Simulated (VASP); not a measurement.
A run of VASP 6.6.1:

Contents of INCAR:

```
SYSTEM = MnHg
PREC = Accurate
ENCUT = 600
EDIFF = 1E-7
ISMEAR = -1
SIGMA = 0.05
LREAL = .False.
LASPH = .True.
NELM = 150
ALGO = Normal
ISIF = 3
LWAVE = .False.
LCHARG = .False.
ISPIN = 2
MAGMOM = 4 0
LORBIT = 11
LMAXMIX = 4
GGA = PE
IBRION = 2
NSW = 100
EDIFFG = -0.005
```

Contents of KPOINTS:

```
Automatic mesh
0
Gamma
  10 10 10
  0 0 0
```

File POSCAR:

```
MnHg
1.0
    3.2815128620      0.0000000000      0.0000000000
    0.0000000000      3.2815128620      0.0000000000
    0.0000000000      0.0000000000      3.2815128620
Mn Hg
1 1
Direct
    0.5000000000      0.5000000000      0.5000000000
    0.0000000000      0.0000000000      0.0000000000
```

Potentials or basis: VASP PAW PBE potentials, release 64 (Mn_pv, Hg).

Command:

```console
$ cat potpaw_PBE.64/Mn_pv/POTCAR potpaw_PBE.64/Hg/POTCAR > POTCAR
$ mpirun -np 1 vasp_std > vasp.out
```

Hardware: 1 thread of Intel(R) Xeon(R) 6975P-C (Granite Rapids), with other jobs on the host.

Task: Estimate the wall time of this run.

Result: Run time: 110 s on 1 thread of Intel(R) Xeon(R) 6975P-C (Granite Rapids), on a shared host, peak memory 0.23 GiB. Counts: scf iterations 43, k points 56, ion steps 4.
